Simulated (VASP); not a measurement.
Crystal: CaS.

```xyz
2
Lattice="0.0000 2.8804 2.8804 2.8804 0.0000 2.8804 2.8804 2.8804 0.0000" Properties=species:S:1:pos:R:3 pbc="T T T"
Ca    0.0000    0.0000    0.0000
S     2.8804    2.8804    2.8804
```

```yaml
Program: VASP 6.6.1
Task: relaxation of cell and atoms
Functional: LDA
Potentials_or_basis: VASP PAW LDA potentials, release 64 (Ca_sv, S)
Cutoff: 500 eV
k_mesh: 8 × 8 × 8, shifted
Occupations: fermi-dirac, width 0.02 eV
Spin: no spin polarisation
```

At the start: pressure -5.5 GPa; volume 23.90 Å³/atom.

Problem. How do energy, volume and symmetry change on relaxing?

Solution. Over 3 steps the energy falls by 42.7 meV/atom and the volume is 21.61 Å³/atom (-9.6 %); space group Fm-3m (No. 225, to 0.1 Å) before and after.

The path:
```tsv
step	energy change (eV)	largest force (eV/Å)	pressure (GPa)	volume (Å³)
1	0.0000	0.0000	-5.51	47.80
2	-0.0814	0.0000	1.49	42.33
3	-0.0855	0.0000	0.02	43.23
```

Final structure:
```xyz
2
Lattice="0.0000 2.7855 2.7855 2.7855 0.0000 2.7855 2.7855 2.7855 0.0000" Properties=species:S:1:pos:R:3 pbc="T T T"
Ca    2.7855    0.0000    2.7855
S     2.7855    2.7855    2.7855
```
